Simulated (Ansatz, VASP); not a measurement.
**Two plane-wave programs on Au**

The input POSCAR:

```
Au
1.0
   -1.7235597600      1.7235597600      1.7235597600
    1.7235597600     -1.7235597600      1.7235597600
    1.7235597600      1.7235597600     -1.7235597600
Au
1
Direct
    0.0000000000      0.0000000000      0.0000000000
```

INCAR.step1

```
SYSTEM = Au
ALGO = Normal
EDIFF = 1E-4
ENCUT = 520
GGA = PE
ISMEAR = 0
LASPH = .TRUE.
LCHARG = .FALSE.
LREAL = .FALSE.
LWAVE = .TRUE.
NBANDS = 12
NELM = 60
PREC = Accurate
SIGMA = 0.15
```

The input INCAR.step2:

```
SYSTEM = Au
ALGO = Normal
EDIFF = 1E-7
ENCUT = 520
ISIF = 2
ISMEAR = 0
ISTART = 1
LASPH = .TRUE.
LCHARG = .FALSE.
LMIXTAU = .TRUE.
LREAL = .FALSE.
LWAVE = .FALSE.
METAGGA = R2SCAN
NBANDS = 12
NELM = 60
PREC = Accurate
SIGMA = 0.15
```

File KPOINTS:

```
k-points
0
G
  24 24 24
  0 0 0
```

Input for Ansatz:

```yaml
crystal:
  lattice:
    - [-1.72355976, 1.72355976, 1.72355976]
    - [1.72355976, -1.72355976, 1.72355976]
    - [1.72355976, 1.72355976, -1.72355976]
  atoms:
    - { symbol: Au, position: [0.0, 0.0, 0.0] }
basis:
  ecutwfc: 500
kpoints:
  mp_grid: { grid: [24, 24, 24] }
hamiltonian:
  xc: r2scan
scf:
  occupations: { method: gaussian, width: 0.15 }
output:
  forces: true
  stress: true
  eigenvalues: true
```

Change from the starting cell: strain +0.040 along x and y, +0.040 along z, atoms carried along.

Alike in both runs: task single point; functional r2SCAN; k mesh 24 × 24 × 24; occupations gaussian, width 0.15 eV; no spin polarisation.

|  | VASP | Ansatz |
| --- | --- | --- |
| version | VASP 6.6.1 | Ansatz 0.2.0 |
| potentials or method | VASP PAW PBE potentials, release 64 (Au), cutoff 520 eV | scalar-relativistic, plane waves, PAW |
| valence electrons in the cell | 11 | 19 |

Ansatz gave:

- gap on the k mesh at the Fermi level (eV): none
- pressure (GPa): -14.5

Question: Which values does VASP return?

Answer: gap on the k mesh at the Fermi level (eV): none; pressure (GPa): -14.4.

VASP's potentials were made for PBE, not for r2SCAN. A gap of «none» marks a metal or a gap that the smearing closes. The functional is the same, so the differences come from potentials, cutoffs and numerics. VASP's potentials hold 11 valence electrons a cell and Ansatz's 19, so a difference there can come from the potentials and not from the codes.

Spin-orbit coupling is off throughout.
